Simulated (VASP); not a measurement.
# TiTe (P6_3/mmc) in VASP: relaxation of shape and atoms at fixed volume with r2SCAN

Aim: the relaxation of shape and atoms at fixed volume of TiTe with r2SCAN.

Program: VASP 6.6.1. These are calculated values, not measurements. Logs are shortened: lines on timing, memory, paths and dates and some standing lists are left out, and cuts for length are marked.

**1. The cell of the first run**

Symmetry: P6_3/mmc, No. 194, hexagonal system. The conventional cell has a = 3.743 Å, b = 3.743 Å, c = 7.246 Å, α = 90.00°, β = 90.00°, γ = 120.00°. Within 3.8 Å of Ti (site symmetry -3m) lie 6 Te at 2.82 Å and 8 Ti at 3.62 to 3.74 Å. Te (site symmetry -6m2) has 6 Ti at 2.82 Å and 6 Te at 3.74 Å within 3.8 Å.

**2. Relaxation of shape and atoms at fixed volume, r2SCAN (21.98 Å³/atom)**

POSCAR

```
TiTe
1.0
    3.7433954441      0.0000000000      0.0000000000
   -1.8716977221      3.2418755510      0.0000000000
    0.0000000000      0.0000000000      7.2461536189
Ti Te
2 2
Direct
    0.0000000000      0.0000000000      0.0000000000
    0.0000000000      0.0000000000      0.5000000000
    0.3333333333      0.6666666667      0.2500000000
    0.6666666667      0.3333333333      0.7500000000
```

INCAR.step1

```
SYSTEM = TiTe
PREC = Accurate
ENCUT = 600
ISMEAR = 0
SIGMA = 0.1
LREAL = .False.
LASPH = .True.
NELM = 100
GGA = PE
ALGO = Normal
EDIFF = 1E-4
LWAVE = .True.
LCHARG = .False.
KPAR = 4
```

INCAR.step2

```
SYSTEM = TiTe
PREC = Accurate
ENCUT = 600
EDIFF = 1E-6
ISMEAR = 0
SIGMA = 0.1
LREAL = .False.
LASPH = .True.
NELM = 100
ALGO = Normal
ISIF = 4
LWAVE = .False.
LCHARG = .False.
METAGGA = R2SCAN
LMIXTAU = .True.
IBRION = 2
NSW = 50
EDIFFG = -0.01
ISTART = 1
KPAR = 4
```

KPOINTS

```
regular mesh
0
Gamma
  12 12 8
  0 0 0
```

Potentials or basis: VASP PAW PBE potentials, release 64 (Ti_sv, Te).

Command:

```
> cat potpaw_PBE.64/Ti_sv/POTCAR potpaw_PBE.64/Te/POTCAR > POTCAR
> cp INCAR.step1 INCAR
> mpirun -np 4 vasp_std > vasp.out
> cp INCAR.step2 INCAR
> mpirun -np 4 vasp_std > vasp.out
```

OUTCAR:

```text
SYSTEM = TiTe
   PREC = Accurate
   ENCUT = 600
   EDIFF = 1E-6
   ISMEAR = 0
   LREAL = .False.
   LASPH = .True.
   NELM = 100
   ISIF = 4
   METAGGA = R2SCAN
   IBRION = 2
   NSW = 50
   EDIFFG = -0.01
   ISTART = 1

 ion  position               nearest neighbor table
   1  0.000  0.000  0.000-   3 2.82   4 2.82   4 2.82   3 2.82   4 2.82   3 2.82
   2  0.000  0.000  0.500-   3 2.82   4 2.82   4 2.82   3 2.82   4 2.82   3 2.82
   3  0.333  0.667  0.250-   1 2.82   2 2.82   1 2.82   2 2.82   1 2.82   2 2.82
   4  0.667  0.333  0.750-   1 2.82   2 2.82   1 2.82   2 2.82   1 2.82   2 2.82

  LATTYP: Found a hexagonal cell.
 ALAT       =     3.7433954441
 C/A-ratio  =     1.9357168451

  Lattice vectors:

 A1 = (   3.7433954441,   0.0000000000,   0.0000000000)
 A2 = (  -1.8716977221,   3.2418755510,   0.0000000000)
 A3 = (   0.0000000000,   0.0000000000,   7.2461536189)

Analysis of symmetry for initial positions (statically):
=====================================================================
 Subroutine PRICEL returns:
 Original cell was already a primitive cell.

 Routine SETGRP: Setting up the symmetry group for a
 hexagonal supercell.

 Subroutine GETGRP returns: Found 24 space group operations
 (whereof 12 operations were pure point group operations)
 out of a pool of 24 trial point group operations.

The static configuration has the point symmetry D_3d.
 The point group associated with its full space group is D_6h.

Analysis of symmetry for dynamics (positions and initial velocities):
=====================================================================
 Subroutine PRICEL returns:
 Original cell was already a primitive cell.

 Routine SETGRP: Setting up the symmetry group for a
 hexagonal supercell.

 Subroutine GETGRP returns: Found 24 space group operations
 (whereof 12 operations were pure point group operations)
 out of a pool of 24 trial point group operations.

The dynamic configuration has the point symmetry D_3d.
 The point group associated with its full space group is D_6h.

 Subroutine INISYM returns: Found 24 space group operations
 (whereof 12 operations are pure point group operations),
 and found     1 'primitive' translations

----------------------------------------------------------------------------------------

                                     Primitive cell

  volume of cell :      87.9366

  direct lattice vectors                    reciprocal lattice vectors
     3.743395444  0.000000000  0.000000000     0.267137153  0.154231707  0.000000000
    -1.871697722  3.241875551  0.000000000     0.000000000  0.308463414  0.000000000
     0.000000000  0.000000000  7.246153619     0.000000000  0.000000000  0.138004251

  length of vectors
     3.743395444  3.743395444  7.246153619     0.308463414  0.308463414  0.138004251

  position of ions in fractional coordinates (direct lattice)
     0.000000000  0.000000000  0.000000000
     0.000000000  0.000000000  0.500000000
     0.333333333  0.666666667  0.250000000
     0.666666667  0.333333333  0.750000000

  ion indices of the primitive-cell ions
   primitive index   ion index
                 1           1
                 2           2
                 3           3
                 4           4

----------------------------------------------------------------------------------------

 KPOINTS: regular mesh

Automatic generation of k-mesh.
 Grid dimensions read from file:
 generate k-points for:   12   12    8

 Generating k-lattice:

  Cartesian coordinates                     Fractional coordinates (reciprocal lattice)
     0.022261429  0.012852642  0.000000000     0.083333333  0.000000000  0.000000000
     0.000000000  0.025705284  0.000000000     0.000000000  0.083333333  0.000000000
     0.000000000  0.000000000  0.017250531     0.000000000  0.000000000  0.125000000

  Length of vectors
     0.025705284  0.025705284  0.017250531

  Shift w.r.t. Gamma in fractional coordinates (k-lattice)
     0.000000000  0.000000000  0.000000000

 Subroutine IBZKPT returns following result:
 ===========================================

 Found     95 irreducible k-points:

 Following reciprocal coordinates:
            Coordinates               Weight
  0.000000  0.000000  0.000000      1.000000
  0.083333  0.000000  0.000000      6.000000
  0.166667  0.000000  0.000000      6.000000
  0.250000  0.000000  0.000000      6.000000
  0.333333  0.000000  0.000000      6.000000
  0.416667  0.000000  0.000000      6.000000
[... 16 lines left out ...]
  0.250000  0.000000  0.125000     12.000000
  0.333333  0.000000  0.125000     12.000000
 [... further k-points ...]
   k-points           NKPTS =     95   k-points in BZ     NKDIM =     95   number of bands    NBANDS=     22
   number of dos      NEDOS =    301   number of ions     NIONS =      4
   total plane-waves  NPLWV =  54000
   dimension x,y,z NGX =    30 NGY =   30 NGZ =   60
   dimension x,y,z NGXF=    60 NGYF=   60 NGZF=  120
   ions per type =               2   2
   NGX,Y,Z   is equivalent  to a cutoff of  13.32, 13.32, 13.77 a.u.
   NGXF,Y,Z  is equivalent  to a cutoff of  26.65, 26.65, 27.53 a.u.
 SYSTEM =  TiTe
   PREC   = accura    normal or accurate (medium, high low for compatibility)
   ISTART =      1    job   : 0-new  1-cont  2-samecut
   ICHARG =      0    charge: 1-file 2-atom 10-const
   ISPIN  =      1    spin polarized calculation?
   LNONCOLLINEAR =      F non collinear calculations
   LSORBIT =      F    spin-orbit coupling
   LASPH  =      T    aspherical Exc in radial PAW
   ENCUT  =  600.0 eV  44.10 Ry    6.64 a.u.   7.48  7.48 14.47*2*pi/ulx,y,z
   NELM   =    100;   NELMIN=  2; NELMDL=  0     # of ELM steps
   EDIFF  = 0.1E-05   stopping-criterion for ELM
   LREAL  =      F    real-space projection
   EDIFFG = -.1E-01   stopping-criterion for IOM
   NSW    =     50    number of steps for IOM
   IBRION =      2    ionic relax: 0-MD 1-quasi-New 2-CG
   NFREE  =      1    steps in history (QN), initial steepest desc. (CG)
   ISIF   =      4    stress and relaxation
   ISYM   =      2    0-nonsym 1-usesym 2-fastsym
   POTIM  = 0.5000    time-step for ionic-motion
   TEBEG  =    0.0;   TEEND  =   0.0 temperature during run
   PSTRESS=    0.0 pullay stress
   NELECT =      36.0000    total number of electrons
   NUPDOWN=      -1.0000    fix difference up-down
   EMIN   =  10.00;   EMAX   =-10.00  energy-range for DOS
   EFERMI =   0.00;   METHOD = LEGACY
   ISMEAR =     0;   SIGMA  =   0.10  broadening in eV -4-tet -1-fermi 0-gaus
   EFERMI_NEDOS =   21; number of points for ismear=-14 and -15
   IALGO  =     38    algorithm
   IMIX   =      4    mixing-type and parameters
     AMIX     =   0.40;   BMIX     =  1.00
     AMIX_MAG =   1.60;   BMIX_MAG =  1.00
  volume/ion in A,a.u.               =      21.98       148.36
  Fermi-wavevector in a.u.,A,eV,Ry     =   1.215586  2.297125 20.104650  1.477650
  Thomas-Fermi vector in A             =   2.350968
   LORBIT       =      0    0 simple, 1 ext, 2 COOP (PROOUT), +10 PAW based schemes
   METAGGA = R2SCAN    functional components
   LHFCALC =     F    Hartree Fock is set to
   AEXX    =    0.0000 exact exchange contribution
   IVDW    =     0    specifies the selected vdW correction
   LEPSILON=     F    determine dielectric tensor
   LRPA    =     F    only Hartree local field effects (RPA)
 conjugate gradient relaxation of ions
 non-spin polarized calculation
 Gauss-broadening in eV      SIGMA  =   0.10
  energy-cutoff  :      600.00
  volume of cell :       87.94
 maximum number of plane-waves:      2966
 NGX is ok and might be reduce to    30
   NGX = 15   NGY = 15   NGZ = 29

--------------------------------------- Ionic step        1  -------------------------------------------

 number of electron      36.0000009 magnetization

 Free energy of the ion-electron system (eV)
  ---------------------------------------------------
  ext. energy  EPLUGINS =         0.00000000
  ---------------------------------------------------
  free energy    TOTEN  =       -79.47293118 eV

  energy without entropy =      -79.45581647  energy(sigma->0) =      -79.46437383

------------------------ aborting loop because EDIFF is reached ----------------------------------------

  FORCE on cell =-STRESS in cart. coord.  units (eV):
  Direction    XX          YY          ZZ          XY          YZ          ZX
  --------------------------------------------------------------------------------------
  -------------------------------------------------------------------------------------
  Total       -1.1941372     -1.1941372     -1.5578256      0.0000000      0.0000000      0.0000000
  in kB      -21.7568099    -21.7568099    -28.3830997      0.0000000      0.0000000      0.0000000
  external PRESSURE =     -23.9655732 kB  Pullay stress =       0.0000000 kB
[... 61 lines left out ...]
  energy  without entropy=      -79.4563303038  energy(sigma->0) =      -79.46503036

--------------------------------------- Ionic step        3  -------------------------------------------

 number of electron      36.0000009 magnetization

 Free energy of the ion-electron system (eV)
  ---------------------------------------------------
  ext. energy  EPLUGINS =         0.00000000
  ---------------------------------------------------
  free energy    TOTEN  =       -79.47405733 eV

  energy without entropy =      -79.45632414  energy(sigma->0) =      -79.46519073

 E-fermi :   9.2824     XC(G=0): -11.3418

 val. band max:        9.2724788096   @ k =   0.0833   0.0833   0.2500
 cond. band min:       9.2939299391   @ k =   0.1667   0.0000   0.1250
 fundamental gap:      0.0214511294
 Fermi energy:         9.2823581470

 k-point     1 :       0.0000    0.0000    0.0000
  band No.  band energies     occupation
      1     -50.6081      2.00000
      2     -50.6049      2.00000
      3     -25.8924      2.00000
      4     -25.8429      2.00000
      5     -25.8429      2.00000
      6     -25.8376      2.00000
[... 574 lines left out ...]
      6     -25.8515      2.00000
[... 14 lines left out ...]
     21      10.2551      0.00000
     22      10.4894      0.00000

 [... further k-points ...]
[... 5 lines left out ...]
  --------------------------------------------------------------------------------------
  -------------------------------------------------------------------------------------
  Total       -1.2153064     -1.2153064     -1.2184761      0.0000000      0.0000000     -0.0000000
  in kB      -22.1425074    -22.1425074    -22.2002582      0.0000000      0.0000000     -0.0000000
  external PRESSURE =     -22.1617576 kB  Pullay stress =       0.0000000 kB
[... 19 lines left out ...]
  FREE ENERGIE OF THE ION-ELECTRON SYSTEM (eV)
  ---------------------------------------------------
  free  energy   TOTEN  =       -79.4740573258 eV

  energy  without entropy=      -79.4563241409  energy(sigma->0) =      -79.46519073

 reached required accuracy - stopping structural energy minimisation
```

It took 28 min on 4 MPI ranks of Oxide Virtual Turin-like, shared host; peak memory 0.36 GiB.

Results:

* Free energy: -79.4741 eV
* Energy gained by relaxing: 0.3 meV/atom
* Ionic steps: 3
* Pressure after relaxing: -2.2 GPa
* Band gap on the k mesh: zero (bands 18 and 19 overlap by 0.35 eV)

Step by step:
| step | energy change (eV) | largest force (eV/Å) | pressure (GPa) | volume (Å³) |
| --- | --- | --- | --- | --- |
| 1 | 0.0000 | 0.0000 | -2.40 | 87.94 |
| 2 | -0.0008 | 0.0000 | -2.31 | 87.94 |
| 3 | -0.0011 | 0.0000 | -2.22 | 87.94 |

Final structure:
```
CELL_PARAMETERS angstrom
3.75512 0.00000 0.00000
-1.87756 3.25203 0.00000
0.00000 0.00000 7.20099
ATOMIC_POSITIONS crystal
Ti 0.00000 0.00000 0.00000
Ti 0.00000 0.00000 0.50000
Te 0.33333 0.66667 0.25000
Te 0.66667 0.33333 0.75000
```

Levels at points of the mesh, in eV from the Fermi level:
```csv
k point,band 15,band 16,band 17,band 18,band 19,band 20,band 21,band 22
"(0.00, 0.00, 0.00)",-1.54,-0.47,-0.47,-0.16,-0.16,-0.12,-0.12,0.73
"(0.50, 0.00, 0.00)",-3.45,-2.50,-1.50,-0.64,0.45,1.12,1.25,1.43
"(0.00, 0.00, 0.50)",-2.20,-2.20,0.18,0.18,0.19,0.19,0.19,0.19
"(0.50, 0.00, 0.50)",-3.06,-3.06,-0.97,-0.97,1.18,1.18,1.36,1.36
```

Caveat: the PAW data sets were made with another functional, which shifts forces and pressure a little; spin-orbit coupling is left out, which moves the levels of the heavy elements.

The gap in the log of VASP goes by the Fermi energy; the results here count the filled bands.